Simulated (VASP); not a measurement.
Te, 1 atom in the cell. Symmetry: Pm-3m, No. 221, cubic system. The conventional cell has a = 3.152 Å, b = 3.152 Å, c = 3.152 Å, α = 90.00°, β = 90.00°, γ = 90.00°. Te (site symmetry m-3m) has 6 Te at 3.15 Å within 4.1 Å. This isn't the form of Te at room conditions, which is trigonal, of chains.

| Item | Value |
| --- | --- |
| Program | VASP 6.6.1 |
| Task | relaxation of cell and atoms |
| Functional | PBE |
| Potentials or basis | VASP PAW PBE potentials, release 64 (Te) |
| Cutoff | 600 eV |
| k mesh | 13 × 13 × 13 |
| Occupations | fermi-dirac, width 0.05 eV |
| Spin | non-collinear spin, zero start, spin-orbit coupling |
| Starting moments | [[0.0, 0.0, 0.0]] μB |
| Dipole correction | no |
| Further INCAR settings | ALGO = Normal; EDIFF = 1e-07; IBRION = 2; EDIFFG = -0.005; NSW = 60; ISIF = 3 |

Potentials or basis: VASP PAW PBE potentials, release 64 (Te).

Launch:

```sh
$ cat potpaw_PBE.64/Te/POTCAR > POTCAR
$ mpirun -np 1 vasp_ncl > vasp.out
```

Hardware: 1 thread of AMD EPYC 7R43 64-Core Processor (Zen 3), with other jobs on the host.

Question: How long does it take, and how much memory?

Answer: Run time: 5 min on 1 thread of AMD EPYC 7R43 64-Core Processor (Zen 3) (shared host), peak memory 0.24 GiB. Counts: scf iterations 32, k points 84, ion steps 3.
